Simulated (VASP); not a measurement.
# GePt2 (P-62m) in VASP: further runs

Runs on GePt2. Level: PBEsol. Tasks: single point.

All numbers are computed with VASP 6.6.1; they aren't measurements. Logs are shortened: lines on timing, memory, paths and dates and some standing lists are left out, and cuts for length are marked.

## (1) The cell of the first run

The structure is hexagonal, space group P-62m (No. 189). Conventional cell: a = 6.490 Å, b = 6.490 Å, c = 3.182 Å, α = 90.00°, β = 90.00°, γ = 120.00°. Within 3.2 Å of Ge (site symmetry -6) lie 9 Pt at 2.34 to 2.58 Å and 2 Ge at 3.18 Å. Ge (site symmetry -62m) has 9 Pt at 2.44 to 2.45 Å and 2 Ge at 3.18 Å within 3.2 Å. Within 3.2 Å of Pt (site symmetry m2m) lie 5 Ge at 2.45 to 2.58 Å and 8 Pt at 2.71 to 3.18 Å. Within 3.3 Å of Pt (site symmetry m2m) lie 4 Ge at 2.34 to 2.44 Å and 10 Pt at 2.71 to 3.20 Å.

## (2) Single point, PBEsol (strain -0.040 along x and y, -0.080 along z)

File INCAR:

```
SYSTEM = GePt2
  ALGO = Fast
  EDIFF = 1E-6
  ENCUT = 520
  GGA = PS
  ISIF = 2
  ISMEAR = 0
  LASPH = .True.
  LCHARG = .False.
  LREAL = .False.
  LWAVE = .False.
  NBANDS = 61
  NELM = 80
  PREC = Accurate
  SIGMA = 0.15
```

File KPOINTS:

```
k-points
0
Gamma
  6 6 12
  0 0 0
```

File POSCAR:

```
GePt2
1.0
    6.4902962625      0.0000000000      0.0000000000
   -3.2451481312      5.6207614414      0.0000000000
    0.0000000000      0.0000000000      3.1819841246
Ge Pt
3 6
Direct
    0.6666666667      0.3333333333      0.0000000000
    0.3333333333      0.6666666667      0.0000000000
    0.0000000000      0.0000000000      0.5000000000
    0.6229372130      0.0000000000      0.5000000000
    0.3770627870      0.3770627870      0.5000000000
    0.0000000000      0.6229372130      0.5000000000
    0.0000000000      0.2849128412      0.0000000000
    0.7150871588      0.7150871588      0.0000000000
    0.2849128412      0.0000000000      0.0000000000
```

Potentials or basis: VASP PAW PBE potentials, release 64 (Ge_d, Pt).

Started as:

```bash
$ cat potpaw_PBE.64/Ge_d/POTCAR potpaw_PBE.64/Pt/POTCAR > POTCAR
$ mpirun -np 1 vasp_std > vasp.out
```

OUTCAR:

```text
SYSTEM = GePt2
   EDIFF = 1E-6
   ENCUT = 520
   GGA = PS
   ISIF = 2
   ISMEAR = 0
   LASPH = .True.
   LREAL = .False.
   NELM = 80
   PREC = Accurate

 ion  position               nearest neighbor table
   1  0.667  0.333  0.000-   7 2.34   9 2.34   8 2.34   4 2.58   4 2.58   6 2.58   6 2.58   5 2.58
                             5 2.58
   2  0.333  0.667  0.000-   9 2.34   7 2.34   8 2.34   6 2.58   6 2.58   4 2.58   4 2.58   5 2.58
                             5 2.58
   3  0.000  0.000  0.500-   7 2.44   7 2.44   9 2.44   9 2.44   8 2.44   8 2.44   6 2.45   4 2.45
                             5 2.45
   4  0.623  0.000  0.500-   3 2.45   1 2.58   1 2.58   2 2.58   2 2.58   9 2.71   9 2.71   8 2.72
                             8 2.72   7 2.72   7 2.72
   5  0.377  0.377  0.500-   3 2.45   2 2.58   2 2.58   1 2.58   1 2.58   8 2.71   8 2.71   9 2.72
                             9 2.72   7 2.72   7 2.72
   6  0.000  0.623  0.500-   3 2.45   2 2.58   2 2.58   1 2.58   1 2.58   7 2.71   7 2.71   8 2.72
                             8 2.72   9 2.72   9 2.72
   7  0.000  0.285  0.000-   1 2.34   2 2.34   3 2.44   3 2.44   6 2.71   6 2.71   5 2.72   5 2.72
                             4 2.72   4 2.72   9 3.20   8 3.20
   8  0.715  0.715  0.000-   1 2.34   2 2.34   3 2.44   3 2.44   5 2.71   5 2.71   4 2.72   4 2.72
                             6 2.72   6 2.72   7 3.20   9 3.20
   9  0.285  0.000  0.000-   2 2.34   1 2.34   3 2.44   3 2.44   4 2.71   4 2.71   5 2.72   5 2.72
                             6 2.72   6 2.72   7 3.20   8 3.20

  LATTYP: Found a hexagonal cell.
 ALAT       =     6.4902962625
 C/A-ratio  =     0.4902679317

  Lattice vectors:

 A1 = (   6.4902962625,   0.0000000000,   0.0000000000)
 A2 = (  -3.2451481312,   5.6207614414,   0.0000000000)
 A3 = (   0.0000000000,   0.0000000000,   3.1819841246)

Analysis of symmetry for initial positions (statically):
=====================================================================
 Subroutine PRICEL returns:
 Original cell was already a primitive cell.

 Routine SETGRP: Setting up the symmetry group for a
 hexagonal supercell.

 Subroutine GETGRP returns: Found 12 space group operations
 (whereof 12 operations were pure point group operations)
 out of a pool of 24 trial point group operations.

The static configuration has the point symmetry D_3h.

Analysis of symmetry for dynamics (positions and initial velocities):
=====================================================================
 Subroutine PRICEL returns:
 Original cell was already a primitive cell.

 Routine SETGRP: Setting up the symmetry group for a
 hexagonal supercell.

 Subroutine GETGRP returns: Found 12 space group operations
 (whereof 12 operations were pure point group operations)
 out of a pool of 24 trial point group operations.

The dynamic configuration has the point symmetry D_3h.

 Subroutine INISYM returns: Found 12 space group operations
 (whereof 12 operations are pure point group operations),
 and found     1 'primitive' translations

----------------------------------------------------------------------------------------

                                     Primitive cell

  volume of cell :     116.0801

  direct lattice vectors                    reciprocal lattice vectors
     6.490296263  0.000000000  0.000000000     0.154076171  0.088955919  0.000000000
    -3.245148131  5.620761441  0.000000000     0.000000000  0.177911838  0.000000000
     0.000000000  0.000000000  3.181984125     0.000000000  0.000000000  0.314269324

  length of vectors
     6.490296263  6.490296262  3.181984125     0.177911838  0.177911838  0.314269324

  position of ions in fractional coordinates (direct lattice)
     0.666666667  0.333333333  0.000000000
     0.333333333  0.666666667  0.000000000
     0.000000000  0.000000000  0.500000000
     0.622937213  0.000000000  0.500000000
     0.377062787  0.377062787  0.500000000
     0.000000000  0.622937213  0.500000000
     0.000000000  0.284912841  0.000000000
     0.715087159  0.715087159  0.000000000
     0.284912841  0.000000000  0.000000000

  ion indices of the primitive-cell ions
   primitive index   ion index
                 1           1
                 2           2
                 3           3
                 4           4
                 5           5
                 6           6
                 7           7
                 8           8
                 9           9

----------------------------------------------------------------------------------------

 KPOINTS: k-points

Automatic generation of k-mesh.
 Grid dimensions read from file:
 generate k-points for:    6    6   12

 Generating k-lattice:

  Cartesian coordinates                     Fractional coordinates (reciprocal lattice)
     0.025679362  0.014825987  0.000000000     0.166666667  0.000000000  0.000000000
     0.000000000  0.029651973  0.000000000     0.000000000  0.166666667  0.000000000
     0.000000000  0.000000000  0.026189110     0.000000000  0.000000000  0.083333333

  Length of vectors
     0.029651973  0.029651973  0.026189110

  Shift w.r.t. Gamma in fractional coordinates (k-lattice)
     0.000000000  0.000000000  0.000000000

 Subroutine IBZKPT returns following result:
 ===========================================

 Found     49 irreducible k-points:

 Following reciprocal coordinates:
            Coordinates               Weight
  0.000000  0.000000  0.000000      1.000000
  0.166667  0.000000  0.000000      6.000000
  0.333333  0.000000  0.000000      6.000000
  0.500000  0.000000  0.000000      3.000000
  0.166667  0.166667  0.000000      6.000000
  0.333333  0.166667  0.000000     12.000000
[... 16 lines left out ...]
  0.166667  0.000000  0.250000     12.000000
  0.333333  0.000000  0.250000     12.000000
 [... further k-points ...]
   k-points           NKPTS =     49   k-points in BZ     NKDIM =     49   number of bands    NBANDS=     61
   number of dos      NEDOS =    301   number of ions     NIONS =      9
   total plane-waves  NPLWV =  55296
   dimension x,y,z NGX =    48 NGY =   48 NGZ =   24
   dimension x,y,z NGXF=    96 NGYF=   96 NGZF=   48
   ions per type =               3   6
   NGX,Y,Z   is equivalent  to a cutoff of  12.29, 12.29, 12.54 a.u.
   NGXF,Y,Z  is equivalent  to a cutoff of  24.59, 24.59, 25.08 a.u.
 SYSTEM =  GePt2
   PREC   = accura    normal or accurate (medium, high low for compatibility)
   ISTART =      0    job   : 0-new  1-cont  2-samecut
   ICHARG =      2    charge: 1-file 2-atom 10-const
   ISPIN  =      1    spin polarized calculation?
   LNONCOLLINEAR =      F non collinear calculations
   LSORBIT =      F    spin-orbit coupling
   LASPH  =      T    aspherical Exc in radial PAW
   ENCUT  =  520.0 eV  38.22 Ry    6.18 a.u.  12.07 12.07  5.92*2*pi/ulx,y,z
   NELM   =     80;   NELMIN=  2; NELMDL= -5     # of ELM steps
   EDIFF  = 0.1E-05   stopping-criterion for ELM
   LREAL  =      F    real-space projection
   EDIFFG = 0.1E-04   stopping-criterion for IOM
   NSW    =      0    number of steps for IOM
   IBRION =     -1    ionic relax: 0-MD 1-quasi-New 2-CG
   NFREE  =      0    steps in history (QN), initial steepest desc. (CG)
   ISIF   =      2    stress and relaxation
   ISYM   =      2    0-nonsym 1-usesym 2-fastsym
   POTIM  = 0.5000    time-step for ionic-motion
   TEBEG  =    0.0;   TEEND  =   0.0 temperature during run
   PSTRESS=    0.0 pullay stress
   NELECT =     102.0000    total number of electrons
   NUPDOWN=      -1.0000    fix difference up-down
   EMIN   =  10.00;   EMAX   =-10.00  energy-range for DOS
   EFERMI =   0.00;   METHOD = LEGACY
   ISMEAR =     0;   SIGMA  =   0.15  broadening in eV -4-tet -1-fermi 0-gaus
   EFERMI_NEDOS =   21; number of points for ismear=-14 and -15
   IALGO  =     68    algorithm
   IMIX   =      4    mixing-type and parameters
     AMIX     =   0.40;   BMIX     =  1.00
     AMIX_MAG =   1.60;   BMIX_MAG =  1.00
  volume/ion in A,a.u.               =      12.90        87.04
  Fermi-wavevector in a.u.,A,eV,Ry     =   1.568035  2.963156 33.453090  2.458733
  Thomas-Fermi vector in A             =   2.670126
   LORBIT       =      0    0 simple, 1 ext, 2 COOP (PROOUT), +10 PAW based schemes
   GGA     = PS    functional components
   LHFCALC =     F    Hartree Fock is set to
   AEXX    =    0.0000 exact exchange contribution
   IVDW    =     0    specifies the selected vdW correction
   LEPSILON=     F    determine dielectric tensor
   LRPA    =     F    only Hartree local field effects (RPA)
 non-spin polarized calculation
 RMM-DIIS sequential band-by-band and
 Gauss-broadening in eV      SIGMA  =   0.15
  energy-cutoff  :      520.00
  volume of cell :      116.08
 maximum number of plane-waves:      3152
   NGX = 25   NGY = 25   NGZ = 11

 number of electron     101.9999972 magnetization

 Free energy of the ion-electron system (eV)
  ---------------------------------------------------
  ext. energy  EPLUGINS =         0.00000000
  ---------------------------------------------------
  free energy    TOTEN  =       -56.95459894 eV

  energy without entropy =      -56.93894374  energy(sigma->0) =      -56.94677134

 E-fermi :  13.3669     XC(G=0): -14.1764

 val. band max:       13.3574024363   @ k =   0.5000   0.0000   0.1667
 cond. band min:      13.3899785001   @ k =   0.5000   0.0000   0.2500
 fundamental gap:      0.0325760638
 Fermi energy:        13.3669026773

 k-point     1 :       0.0000    0.0000    0.0000
  band No.  band energies     occupation
      1     -11.8901      2.00000
      2     -11.8659      2.00000
      3     -11.8659      2.00000
      4     -11.8562      2.00000
      5     -11.8562      2.00000
      6     -11.8280      2.00000
[... 53 lines left out ...]
     60      19.7859      0.00000
     61      20.3932      0.00000

 k-point     2 :       0.1667    0.0000    0.0000
  band No.  band energies     occupation
      1     -11.8901      2.00000
      2     -11.8659      2.00000
      3     -11.8659      2.00000
      4     -11.8561      2.00000
      5     -11.8559      2.00000
      6     -11.8274      2.00000
[... 1406 lines left out ...]
      5     -11.8538      2.00000
      6     -11.7970      2.00000
[... 53 lines left out ...]
     60      20.0760      0.00000
     61      20.1902      0.00000

 [... further k-points ...]

------------------------ aborting loop because EDIFF is reached ----------------------------------------

  FORCE on cell =-STRESS in cart. coord.  units (eV):
  Direction    XX          YY          ZZ          XY          YZ          ZX
  --------------------------------------------------------------------------------------
  -------------------------------------------------------------------------------------
  Total       41.1757802     41.1757802     37.1893675      0.0000000      0.0000000      0.0000000
  in kB      568.3223507    568.3223507    513.3005053      0.0000000      0.0000000      0.0000000
  external PRESSURE =     549.9817356 kB  Pullay stress =       0.0000000 kB

 VOLUME and BASIS-vectors are now :
 -----------------------------------------------------------------------------
  energy-cutoff  :      520.00
  volume of cell :      116.08
      direct lattice vectors                 reciprocal lattice vectors
     6.490296263  0.000000000  0.000000000     0.154076171  0.088955919  0.000000000
    -3.245148131  5.620761441  0.000000000     0.000000000  0.177911838  0.000000000
     0.000000000  0.000000000  3.181984125     0.000000000  0.000000000  0.314269324

 POSITION                                       TOTAL-FORCE (eV/Angst)
 -----------------------------------------------------------------------------------
      3.24515      1.87359      0.00000        -0.000000      0.000000     -0.000000
     -0.00000      3.74717      0.00000         0.000000      0.000000     -0.000000
      0.00000      0.00000      1.59099         0.000000      0.000000     -0.000000
      4.04305      0.00000      1.59099        -0.411814      0.000000      0.000000
      1.22362      2.11938      1.59099         0.205907      0.356641     -0.000000
     -2.02152      3.50138      1.59099         0.205907     -0.356641      0.000000
     -0.92458      1.60143      0.00000         0.102610     -0.177725     -0.000000
      2.32056      4.01933      0.00000         0.102610      0.177725     -0.000000
      1.84917      0.00000      0.00000        -0.205219     -0.000000     -0.000000
 -----------------------------------------------------------------------------------
    total drift:                                0.000007      0.000013     -0.000001

  FREE ENERGIE OF THE ION-ELECTRON SYSTEM (eV)
  ---------------------------------------------------
  free  energy   TOTEN  =       -56.9545989449 eV

  energy  without entropy=      -56.9389437434  energy(sigma->0) =      -56.94677134
```

Wall time 11 min (1 thread of Intel Xeon 8259CL, shared host); peak memory 0.4 GiB.

What came out:

```
Free energy            : -56.9546 eV
Pressure               : 55.0 GPa
Largest force          : 0.412 eV/Å
Band gap on the k mesh : zero (bands 51 and 52 overlap by 1.25 eV)
```

Forces in eV/Å, atoms in the order of the input:
```
Ge   0.000  0.000  0.000
Ge   0.000  0.000  0.000
Ge   0.000  0.000  0.000
Pt  -0.412  0.000  0.000
Pt   0.206  0.357  0.000
Pt   0.206 -0.357  0.000
Pt   0.103 -0.178  0.000
Pt   0.103  0.178  0.000
Pt  -0.205  0.000  0.000
```

Stress tensor (GPa, compression positive):
```
56.83  0.00  0.00
 0.00 56.83  0.00
 0.00  0.00 51.33
```

Caveat: the cell differs from its parent crystal (strain -0.040 along x and y, -0.080 along z); the cell stands under pressure; the PAW data sets were made with another functional, which shifts forces and pressure a little; spin-orbit coupling is left out, which moves the levels of the heavy elements.

## (3) Single point, PBEsol (strain -0.080 along x and y, +0.040 along z)

File INCAR:

```
SYSTEM = GePt2
ALGO = Fast
EDIFF = 1E-6
ENCUT = 520
GGA = PS
ISIF = 2
ISMEAR = 0
LASPH = .TRUE.
LCHARG = .FALSE.
LREAL = .FALSE.
LWAVE = .FALSE.
NBANDS = 61
NELM = 100
PREC = Accurate
SIGMA = 0.15
```

File KPOINTS:

```
k-points
0
G
  6 6 12
  0 0 0
```

POSCAR: that of step 2 with these lines changed.

```diff
@@ -2,5 +2,5 @@
 1.0
-    6.4902962625      0.0000000000      0.0000000000
-   -3.2451481312      5.6207614414      0.0000000000
-    0.0000000000      0.0000000000      3.1819841246
+    6.2198672515      0.0000000000      0.0000000000
+   -3.1099336258      5.3865630480      0.0000000000
+    0.0000000000      0.0000000000      3.5970255322
 Ge Pt
```

Potentials or basis: VASP PAW PBE potentials, release 64 (Ge_d, Pt).

Started as:

```bash
$ cat potpaw_PBE.64/Ge_d/POTCAR potpaw_PBE.64/Pt/POTCAR > POTCAR
$ mpirun -np 1 vasp_std > vasp.out
```

Wall time 11 min (1 thread of Intel Xeon 8259CL, shared host); peak memory 0.43 GiB.

Results (log left out):

```
Free energy            : -57.1520 eV
Pressure               : 47.2 GPa
Largest force          : 2.328 eV/Å
Band gap on the k mesh : zero (bands 51 and 52 overlap by 1.47 eV)
```

Forces on the atoms (eV/Å):
```
Ge   0.000  0.000  0.000
Ge   0.000  0.000  0.000
Ge   0.000  0.000  0.000
Pt  -1.050  0.000  0.000
Pt   0.525  0.910  0.000
Pt   0.525 -0.910  0.000
Pt   1.164 -2.016  0.000
Pt   1.164  2.016  0.000
Pt  -2.328  0.000  0.000
```

Stress tensor (GPa, compression positive):
```
55.73  0.00  0.00
 0.00 55.73  0.00
 0.00  0.00 30.27
```

Levels at points of the mesh, in eV from the Fermi level:
```csv
k point,band 47,band 48,band 49,band 50,band 51,band 52,band 53,band 54,band 55,band 56
"(0.00, 0.00, 0.00)",-1.77,-1.75,-1.70,-1.36,-1.36,-1.13,-0.96,2.66,5.05,5.40
"(0.50, 0.00, 0.00)",-1.46,-1.31,-1.02,-0.95,-0.10,0.83,1.95,2.03,3.15,3.16
"(0.00, 0.00, 0.50)",-2.12,-0.84,-0.84,0.05,0.05,1.20,1.54,1.86,1.91,1.91
"(0.50, 0.00, 0.50)",-1.70,-1.60,-1.53,-1.34,-1.17,1.29,1.66,2.98,3.22,3.47
```

Caveat: the cell differs from its parent crystal (strain -0.080 along x and y, +0.040 along z); the cell stands under pressure; the PAW data sets were made with another functional, which shifts forces and pressure a little; spin-orbit coupling is left out, which moves the levels of the heavy elements.

(Part 1 of 2 ends here.)
